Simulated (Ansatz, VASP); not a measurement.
**One calculation of CdSe, two programs**

Contents of INCAR:

```
SYSTEM = CdSe
  PREC = Accurate
  ENCUT = 500
  EDIFF = 1E-6
  ISMEAR = -1
  SIGMA = 0.05
  LREAL = .False.
  LASPH = .True.
  NELM = 120
  ALGO = Normal
  ISIF = 2
  LWAVE = .False.
  LCHARG = .False.
  GGA = PE
  NBANDS = 16
  GGA_COMPAT = .False.
```

The input KPOINTS:

```
regular mesh
0
Gamma
  12 12 12
  0 0 0
```

POSCAR

```
CdSe
1.0
    3.5561727750      0.0000000000      0.0000000000
    0.0000000000      3.5561727750      0.0000000000
    0.0000000000      0.0000000000      3.5561727750
Cd Se
1 1
Direct
    0.0000000000      0.0000000000      0.0000000000
    0.5000000000      0.5000000000      0.5000000000
```

Input for Ansatz:

```yaml
crystal:
  lattice:
    - [3.556172775, 0.0, 0.0]
    - [0.0, 3.556172775, 0.0]
    - [0.0, 0.0, 3.556172775]
  atoms:
    - { symbol: Cd, position: [0.0, 0.0, 0.0] }
    - { symbol: Se, position: [0.5, 0.5, 0.5] }
kpoints:
  mp_grid: { grid: [12, 12, 12] }
scf:
  occupations: { method: fermi_dirac, width: 0.05 }
hamiltonian:
  xc: pbe
  pseudopotentials: { kind: all_electron, datasets: crystal }
output:
  forces: true
  stress: true
  eigenvalues: true
```

Change from the starting cell: volume scaled by 1, crystal datasets.

Alike in both runs: task single point; functional PBE; k mesh 12 × 12 × 12; occupations fermi-dirac, width 0.05 eV; no spin polarisation.

|  | VASP | Ansatz |
| --- | --- | --- |
| version | VASP 6.6.1 | Ansatz 0.2.0 |
| potentials or method | VASP PAW PBE potentials, release 64 (Cd, Se), cutoff 500 eV | all-electron PAW with datasets made for the crystal, scalar-relativistic |

Ansatz gave:

```
pressure (GPa) : 0.0
```

Problem. Which values does VASP return?

Solution. Pressure (GPa): 0.3.

Ansatz ran all-electron here, and VASP with PAW potentials.
